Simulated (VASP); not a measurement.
Input of a VASP 6.6.1 run:

Contents of INCAR:

```
PREC = Accurate ; ENCUT = 520
EDIFF = 1E-6 ; ISMEAR = -1
SIGMA = 0.02 ; LREAL = Auto
LASPH = True ; NELM = 60
ALGO = Normal ; ISIF = 2
LWAVE = False ; LCHARG = False
GGA = PE ; IVDW = 12
NBANDS = 38
```

The input KPOINTS:

```
regular mesh
0
Gamma
  1 1 1
```

The input POSCAR:

```
H12CO5
1.0
    5.2021580000      0.0000000000      0.0000000000
    0.0000000000      4.5185410000      0.0000000000
    0.0000000000      0.0000000000      4.8215100000
O H C
5 12 1
Direct
    0.3410892172      1.1885694962      0.6726316030
    0.8777703407      0.6537951078      0.5170579341
    0.5916967535      0.7207857581      0.8835613739
    0.3194827993      0.6584868877      0.3129517516
    0.9035096589      1.2578396434     -0.0034014240
    0.4803006752      1.0567127752      0.7378601310
    0.3301706715      1.1133461000      0.4956745916
    1.0117724221      0.5623939232      0.4439480578
    0.9601400034      0.8517793686      0.5809175964
    0.6724324790      0.6419992648      0.7265980989
    0.7530144221      0.8455605471      0.9632459541
    0.4621351370      0.5648947304      0.1464893778
    0.3890500827      0.6908867265      0.5148387124
    0.7058993595      1.4232027550      0.2971268337
    1.0438937072      1.1216231080     -0.0184382071
    0.5911969610      1.0422612078      0.1557188516
    0.8363452244      1.1380000757      0.4116967506
    0.7435952541      1.2135111754      0.2147460028
```

Potentials or basis: VASP PAW PBE potentials, release 64 (O, H, C).

Launch:

```sh
$ cat potpaw_PBE.64/O/POTCAR potpaw_PBE.64/H/POTCAR potpaw_PBE.64/C/POTCAR > POTCAR
$ mpirun -np 1 vasp_gam > vasp.out
```

(1) What does it give for the dispersion energy per atom?

(2) Predict the pressure.

(3) What does it give for the largest force?

(4) Predict the band gap on the k mesh.

## Answers

(1) -0.058 eV.

(2) 9.7 GPa.

(3) 6.759 eV/Å.

(4) 4.31 eV.

Caveat: the k points lie up to 1.39 Å⁻¹ apart.
